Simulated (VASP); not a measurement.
# Te3O (Fm-3m) in VASP: single point with PBE

Aim: the single point of Te3O with PBE.

All numbers are computed with VASP 6.6.1; they aren't measurements. Logs are shortened: lines on timing, memory, paths and dates and some standing lists are left out, and cuts for length are marked.

## Step 1: The cell of the first run

The typed cell holds 8 atoms: a = 6.852 Å, b = 6.852 Å, c = 6.852 Å, α = 60.00°, β = 60.00°, γ = 60.00°.

## Step 2: Single point, PBE

File INCAR:

```
SYSTEM = Te3O
ALGO = Normal
EDIFF = 1E-6
ENCUT = 520
GGA = PE
ISIF = 2
ISMEAR = 0
LASPH = .True.
LCHARG = .False.
LREAL = .False.
LWAVE = .False.
NBANDS = 34
NELM = 80
PREC = Accurate
SIGMA = 0.2
```

File KPOINTS:

```
k-points
0
Gamma
  3 3 3
  0 0 0
```

File POSCAR:

```
Te3O
1.0
    0.0000000000      4.8450043420      4.8450043420
    4.8450043420      0.0000000000      4.8450043420
    4.8450043420      4.8450043420      0.0000000000
Te O
6 2
Direct
    0.2499447147      0.7500552853      0.7500552853
    0.7500552853      0.2499447147      0.2499447147
    0.7500552853      0.2499447147      0.7500552853
    0.2499447147      0.7500552853      0.2499447147
    0.7500552853      0.7500552853      0.2499447147
    0.2499447147      0.2499447147      0.7500552853
    0.5000000000      0.5000000000      0.5000000000
    0.0000000000      0.0000000000      0.0000000000
```

Potentials or basis: VASP PAW PBE potentials, release 64 (Te, O).

Launch:

```console
$ cat potpaw_PBE.64/Te/POTCAR potpaw_PBE.64/O/POTCAR > POTCAR
$ mpirun -np 1 vasp_std > vasp.out
```

OUTCAR:

```text
SYSTEM = Te3O
   EDIFF = 1E-6
   ENCUT = 520
   GGA = PE
   ISIF = 2
   ISMEAR = 0
   LASPH = .True.
   LREAL = .False.
   NELM = 80
   PREC = Accurate

 ion  position               nearest neighbor table
   1  0.250  0.750  0.750-   8 2.42   7 2.42   5 3.43   6 3.43   3 3.43   4 3.43   5 3.43   3 3.43
                             4 3.43   6 3.43
   2  0.750  0.250  0.250-   8 2.42   7 2.42   5 3.43   6 3.43   3 3.43   4 3.43   5 3.43   3 3.43
                             4 3.43   6 3.43
   3  0.750  0.250  0.750-   8 2.42   7 2.42   5 3.43   6 3.43   1 3.43   2 3.43   5 3.43   2 3.43
                             1 3.43   6 3.43
   4  0.250  0.750  0.250-   8 2.42   7 2.42   5 3.43   6 3.43   1 3.43   2 3.43   5 3.43   2 3.43
                             1 3.43   6 3.43
   5  0.750  0.750  0.250-   8 2.42   7 2.42   3 3.43   4 3.43   1 3.43   2 3.43   3 3.43   2 3.43
                             1 3.43   4 3.43
   6  0.250  0.250  0.750-   8 2.42   7 2.42   3 3.43   4 3.43   1 3.43   2 3.43   1 3.43   4 3.43
                             3 3.43   2 3.43
   7  0.500  0.500  0.500-   1 2.42   2 2.42   3 2.42   4 2.42   5 2.42   6 2.42
   8  0.000  0.000  0.000-   1 2.42   2 2.42   3 2.42   4 2.42   5 2.42   6 2.42

  LATTYP: Found a face centered cubic cell.
 ALAT       =     9.6900086840

  Lattice vectors:

 A1 = (   0.0000000000,   4.8450043420,   4.8450043420)
 A2 = (   4.8450043420,   0.0000000000,   4.8450043420)
 A3 = (   4.8450043420,   4.8450043420,   0.0000000000)

Analysis of symmetry for initial positions (statically):
=====================================================================
 Subroutine PRICEL returns:
 Original cell was already a primitive cell.

 Routine SETGRP: Setting up the symmetry group for a
 face centered cubic supercell.

 Subroutine GETGRP returns: Found 48 space group operations
 (whereof 48 operations were pure point group operations)
 out of a pool of 48 trial point group operations.

The static configuration has the point symmetry O_h .

Analysis of symmetry for dynamics (positions and initial velocities):
=====================================================================
 Subroutine PRICEL returns:
 Original cell was already a primitive cell.

 Routine SETGRP: Setting up the symmetry group for a
 face centered cubic supercell.

 Subroutine GETGRP returns: Found 48 space group operations
 (whereof 48 operations were pure point group operations)
 out of a pool of 48 trial point group operations.

The dynamic configuration has the point symmetry O_h .

 Subroutine INISYM returns: Found 48 space group operations
 (whereof 48 operations are pure point group operations),
 and found     1 'primitive' translations

----------------------------------------------------------------------------------------

                                     Primitive cell

  volume of cell :     227.4639

  direct lattice vectors                    reciprocal lattice vectors
     0.000000000  4.845004342  4.845004342    -0.103199082  0.103199082  0.103199082
     4.845004342  0.000000000  4.845004342     0.103199082 -0.103199082  0.103199082
     4.845004342  4.845004342  0.000000000     0.103199082  0.103199082 -0.103199082

  length of vectors
     6.851870850  6.851870850  6.851870850     0.178746053  0.178746053  0.178746053

  position of ions in fractional coordinates (direct lattice)
     0.249944715  0.750055285  0.750055285
     0.750055285  0.249944715  0.249944715
     0.750055285  0.249944715  0.750055285
     0.249944715  0.750055285  0.249944715
     0.750055285  0.750055285  0.249944715
     0.249944715  0.249944715  0.750055285
     0.500000000  0.500000000  0.500000000
     0.000000000  0.000000000  0.000000000

  ion indices of the primitive-cell ions
   primitive index   ion index
                 1           1
                 2           2
                 3           3
                 4           4
                 5           5
                 6           6
                 7           7
                 8           8

----------------------------------------------------------------------------------------

 KPOINTS: k-points

Automatic generation of k-mesh.
 Grid dimensions read from file:
 generate k-points for:    3    3    3

 Generating k-lattice:

  Cartesian coordinates                     Fractional coordinates (reciprocal lattice)
    -0.034399694  0.034399694  0.034399694     0.333333333  0.000000000  0.000000000
     0.034399694 -0.034399694  0.034399694     0.000000000  0.333333333  0.000000000
     0.034399694  0.034399694 -0.034399694     0.000000000  0.000000000  0.333333333

  Length of vectors
     0.059582018  0.059582018  0.059582018

  Shift w.r.t. Gamma in fractional coordinates (k-lattice)
     0.000000000  0.000000000  0.000000000

 Subroutine IBZKPT returns following result:
 ===========================================

 Found      4 irreducible k-points:

 Following reciprocal coordinates:
            Coordinates               Weight
  0.000000  0.000000  0.000000      1.000000
  0.333333  0.000000  0.000000      8.000000
  0.333333  0.333333  0.000000      6.000000
 -0.333333  0.333333  0.000000     12.000000
   k-points           NKPTS =      4   k-points in BZ     NKDIM =      4   number of bands    NBANDS=     34
   number of dos      NEDOS =    301   number of ions     NIONS =      8
   total plane-waves  NPLWV = 157464
   dimension x,y,z NGX =    54 NGY =   54 NGZ =   54
   dimension x,y,z NGXF=   108 NGYF=  108 NGZF=  108
   ions per type =               6   2
   NGX,Y,Z   is equivalent  to a cutoff of  13.10, 13.10, 13.10 a.u.
   NGXF,Y,Z  is equivalent  to a cutoff of  26.20, 26.20, 26.20 a.u.
 SYSTEM =  Te3O
   PREC   = accura    normal or accurate (medium, high low for compatibility)
   ISTART =      0    job   : 0-new  1-cont  2-samecut
   ICHARG =      2    charge: 1-file 2-atom 10-const
   ISPIN  =      1    spin polarized calculation?
   LNONCOLLINEAR =      F non collinear calculations
   LSORBIT =      F    spin-orbit coupling
   LASPH  =      T    aspherical Exc in radial PAW
   ENCUT  =  520.0 eV  38.22 Ry    6.18 a.u.  12.74 12.74 12.74*2*pi/ulx,y,z
   NELM   =     80;   NELMIN=  2; NELMDL= -5     # of ELM steps
   EDIFF  = 0.1E-05   stopping-criterion for ELM
   LREAL  =      F    real-space projection
   EDIFFG = 0.1E-04   stopping-criterion for IOM
   NSW    =      0    number of steps for IOM
   IBRION =     -1    ionic relax: 0-MD 1-quasi-New 2-CG
   NFREE  =      0    steps in history (QN), initial steepest desc. (CG)
   ISIF   =      2    stress and relaxation
   ISYM   =      2    0-nonsym 1-usesym 2-fastsym
   POTIM  = 0.5000    time-step for ionic-motion
   TEBEG  =    0.0;   TEEND  =   0.0 temperature during run
   PSTRESS=    0.0 pullay stress
   NELECT =      48.0000    total number of electrons
   NUPDOWN=      -1.0000    fix difference up-down
   EMIN   =  10.00;   EMAX   =-10.00  energy-range for DOS
   EFERMI =   0.00;   METHOD = LEGACY
   ISMEAR =     0;   SIGMA  =   0.20  broadening in eV -4-tet -1-fermi 0-gaus
   EFERMI_NEDOS =   21; number of points for ismear=-14 and -15
   IALGO  =     38    algorithm
   IMIX   =      4    mixing-type and parameters
     AMIX     =   0.40;   BMIX     =  1.00
     AMIX_MAG =   1.60;   BMIX_MAG =  1.00
  volume/ion in A,a.u.               =      28.43       191.88
  Fermi-wavevector in a.u.,A,eV,Ry     =   0.974655  1.841832 12.924896  0.949953
  Thomas-Fermi vector in A             =   2.105132
   LORBIT       =      0    0 simple, 1 ext, 2 COOP (PROOUT), +10 PAW based schemes
   GGA     = PE    functional components
   LHFCALC =     F    Hartree Fock is set to
   AEXX    =    0.0000 exact exchange contribution
   IVDW    =     0    specifies the selected vdW correction
   LEPSILON=     F    determine dielectric tensor
   LRPA    =     F    only Hartree local field effects (RPA)
 non-spin polarized calculation
 Gauss-broadening in eV      SIGMA  =   0.20
  energy-cutoff  :      520.00
  volume of cell :      227.46
 maximum number of plane-waves:      6183
 NGX is ok and might be reduce to    54
   NGX = 25   NGY = 25   NGZ = 25

 number of electron      47.9999997 magnetization

 Free energy of the ion-electron system (eV)
  ---------------------------------------------------
  ext. energy  EPLUGINS =         0.00000000
  ---------------------------------------------------
  free energy    TOTEN  =       -26.84385477 eV

  energy without entropy =      -26.73401874  energy(sigma->0) =      -26.78893675

 E-fermi :   5.0502     XC(G=0):  -8.9577

 val. band max:        5.0081084443   @ k =  -0.3333   0.3333   0.0000
 cond. band min:       5.2428822665   @ k =   0.3333   0.3333   0.0000
 fundamental gap:      0.2347738222
 Fermi energy:         5.0502415619

 k-point     1 :       0.0000    0.0000    0.0000
  band No.  band energies     occupation
      1     -14.2587      2.00000
      2     -14.0642      2.00000
      3      -6.3768      2.00000
      4      -6.2638      2.00000
      5      -6.2638      2.00000
      6      -6.2638      2.00000
[... 26 lines left out ...]
     33       9.1457      0.00000
     34       9.2681      0.00000

 k-point     2 :       0.3333    0.0000    0.0000
  band No.  band energies     occupation
      1     -14.2087      2.00000
      2     -14.1109      2.00000
      3      -6.3980      2.00000
      4      -6.3413      2.00000
      5      -6.0137      2.00000
      6      -6.0137      2.00000
[... 26 lines left out ...]
     33       9.0569      0.00000
     34      10.3868      0.00000

 k-point     3 :       0.3333    0.3333    0.0000
  band No.  band energies     occupation
      1     -14.2072      2.00000
      2     -14.1094      2.00000
      3      -6.4739      2.00000
      4      -6.3723      2.00000
      5      -6.3723      2.00000
      6      -5.6893      2.00000
[... 26 lines left out ...]
     33       9.3728      0.00000
     34      10.4841      0.00000

 k-point     4 :      -0.3333    0.3333    0.0000
  band No.  band energies     occupation
      1     -14.1630      2.00000
      2     -14.1524      2.00000
      3      -6.4821      2.00000
      4      -6.4183      2.00000
      5      -6.1150      2.00000
      6      -6.0039      2.00000
[... 26 lines left out ...]
     33      10.6601      0.00000
     34      11.4138      0.00000

------------------------ aborting loop because EDIFF is reached ----------------------------------------

  FORCE on cell =-STRESS in cart. coord.  units (eV):
  Direction    XX          YY          ZZ          XY          YZ          ZX
  --------------------------------------------------------------------------------------
  -------------------------------------------------------------------------------------
  Total       -0.4824854     -0.4824854     -0.4824854      0.0000000     -0.0000000      0.0000000
  in kB       -3.3984604     -3.3984604     -3.3984604      0.0000000     -0.0000000      0.0000000
  external PRESSURE =      -3.3984604 kB  Pullay stress =       0.0000000 kB

 VOLUME and BASIS-vectors are now :
 -----------------------------------------------------------------------------
  energy-cutoff  :      520.00
  volume of cell :      227.46
      direct lattice vectors                 reciprocal lattice vectors
     0.000000000  4.845004342  4.845004342    -0.103199082  0.103199082  0.103199082
     4.845004342  0.000000000  4.845004342     0.103199082 -0.103199082  0.103199082
     4.845004342  4.845004342  0.000000000     0.103199082  0.103199082 -0.103199082

 POSITION                                       TOTAL-FORCE (eV/Angst)
 -----------------------------------------------------------------------------------
      7.26804      4.84500      4.84500        -0.004386     -0.000000      0.000000
      2.42197      4.84500      4.84500         0.004386     -0.000000      0.000000
      4.84500      7.26804      4.84500         0.000000     -0.004386      0.000000
      4.84500      2.42197      4.84500         0.000000      0.004386      0.000000
      4.84500      4.84500      7.26804         0.000000     -0.000000     -0.004386
      4.84500      4.84500      2.42197         0.000000     -0.000000      0.004386
      4.84500      4.84500      4.84500         0.000000     -0.000000      0.000000
      0.00000      0.00000      0.00000         0.000000     -0.000000      0.000000
 -----------------------------------------------------------------------------------
    total drift:                               -0.000000     -0.000000     -0.000000

  FREE ENERGIE OF THE ION-ELECTRON SYSTEM (eV)
  ---------------------------------------------------
  free  energy   TOTEN  =       -26.8438547688 eV

  energy  without entropy=      -26.7340187388  energy(sigma->0) =      -26.78893675
```

It took 46 s on 1 thread of Intel Xeon 6975P-C (Granite Rapids), shared host; peak memory 0.37 GiB.

What came out:

* Free energy: -26.8439 eV
* Pressure: -0.3 GPa
* Largest force: 0.004 eV/Å
* Band gap on the k mesh: zero (band 24 reaches 5.28 eV, above the bottom of band 25 at 5.01 eV)

Forces on the atoms (eV/Å):
```
Te  -0.004  0.000  0.000
Te   0.004  0.000  0.000
Te   0.000 -0.004  0.000
Te   0.000  0.004  0.000
Te   0.000  0.000 -0.004
Te   0.000  0.000  0.004
O    0.000  0.000  0.000
O    0.000  0.000  0.000
```

Caveat: the k points lie up to 0.37 Å⁻¹ apart; spin-orbit coupling is left out, which moves the levels of the heavy elements.
